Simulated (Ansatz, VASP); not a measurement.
## One calculation of ZrTa2C2, two programs

```
CELL_PARAMETERS angstrom
3.20655 0.00000 0.00000
-1.60327 2.77695 0.00000
0.00000 0.00000 7.69274
ATOMIC_POSITIONS crystal
Zr 0.00000 0.00000 0.00000
Ta 0.33333 0.66667 0.33391
Ta 0.66667 0.33333 0.66609
C 0.33333 0.66667 0.81161
C 0.66667 0.33333 0.18839
```

Change from the starting cell: species swapped into the Tb2SeO2 type (P-3m1, No. 164).

Alike in both runs: functional PBE; k mesh 6 × 6 × 4; occupations gaussian, width 0.1 eV; no spin polarisation.

Ansatz relaxed the structure, and its values are those at the end. VASP's run is a single point on that final structure, the one shown.

|  | VASP | Ansatz |
| --- | --- | --- |
| version | VASP 6.6.1 | Ansatz 0.2.0 |
| potentials or method | VASP PAW PBE potentials, release 64 (Zr_sv, Ta_pv, C), cutoff 520 eV | scalar-relativistic, plane waves, PAW |
| valence electrons in the cell | 42 | 46 |

Ansatz gave:

| Item | Value |
| --- | --- |
| gap on the k mesh at the Fermi level (eV) | none |
| pressure (GPa) | 0.0 |
| rms of the force components (eV/Å) | 0.002 |

Which values does VASP return?

gap on the k mesh at the Fermi level (eV): none; pressure (GPa): 0.4; rms of the force components (eV/Å): 0.011.

A gap of «none» marks a metal or a gap that the smearing closes. VASP's potentials hold 42 valence electrons a cell and Ansatz's 46, so a difference there can come from the potentials and not from the codes.

The k mesh is coarse, so the values compare programs but aren't converged. Spin-orbit coupling is off throughout.
